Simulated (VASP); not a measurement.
## Al2Cu: single point with PBE

Crystal: Al2Cu.

```
Al Cu
1.0
    -2.99590    2.99590    2.46570
     2.99590   -2.99590    2.46570
     2.99590    2.99590   -2.46570
Al Cu
4 2
Direct
  0.15872 0.65872 0.81744
  0.65872 0.84128 0.50000
  0.84128 0.34128 0.18256
  0.34128 0.15872 0.50000
  0.75000 0.75000 0.00000
  0.25000 0.25000 0.00000
```

- Program: VASP 6.6.1
- Task: single point
- Functional: PBE
- Potentials or basis: VASP PAW PBE potentials, release 64 (Al, Cu)
- Cutoff: 520 eV
- k mesh: 10 × 10 × 10
- Occupations: gaussian, width 0.15 eV
- Spin: no spin polarisation

| Property | Result |
| --- | --- |
| Pressure | 1.2 GPa |
| Largest force | 0.040 eV/Å |
| Band gap on the k mesh | zero (bands 17 and 18 overlap by 4.16 eV) |

Forces in eV/Å, atoms in the order of the input:
```
Al   0.028  0.028  0.000
Al  -0.028  0.028  0.000
Al  -0.028 -0.028  0.000
Al   0.028 -0.028  0.000
Cu   0.000  0.000  0.000
Cu   0.000  0.000  0.000
```

Stress tensor (GPa, compression positive):
```
 2.02  0.00  0.00
 0.00  2.02  0.00
 0.00  0.00 -0.48
```

Levels at points of the mesh, in eV from the Fermi level:
| k point | band 13 | band 14 | band 15 | band 16 | band 17 | band 18 | band 19 | band 20 | band 21 | band 22 |
| --- | --- | --- | --- | --- | --- | --- | --- | --- | --- | --- |
| (0.00, 0.00, 0.00) | -2.80 | -1.82 | -1.46 | -1.23 | -1.23 | -0.85 | -0.32 | 0.08 | 1.36 | 1.36 |
| (0.50, 0.00, 0.00) | -3.04 | -3.04 | -2.56 | -2.56 | 0.33 | 0.33 | 4.10 | 4.10 | 4.32 | 4.32 |
| (0.50, 0.50, 0.00) | -2.97 | -2.86 | -1.29 | -1.28 | -0.91 | -0.76 | 0.96 | 1.46 | 4.73 | 4.81 |
| (0.50, 0.50, 0.50) | -3.29 | -3.26 | -3.26 | -1.88 | 2.51 | 2.98 | 2.98 | 3.43 | 4.00 | 4.65 |

Wall time 7.2 min on 1 thread of Intel Xeon 8259CL (shared host), peak memory 0.35 GiB.
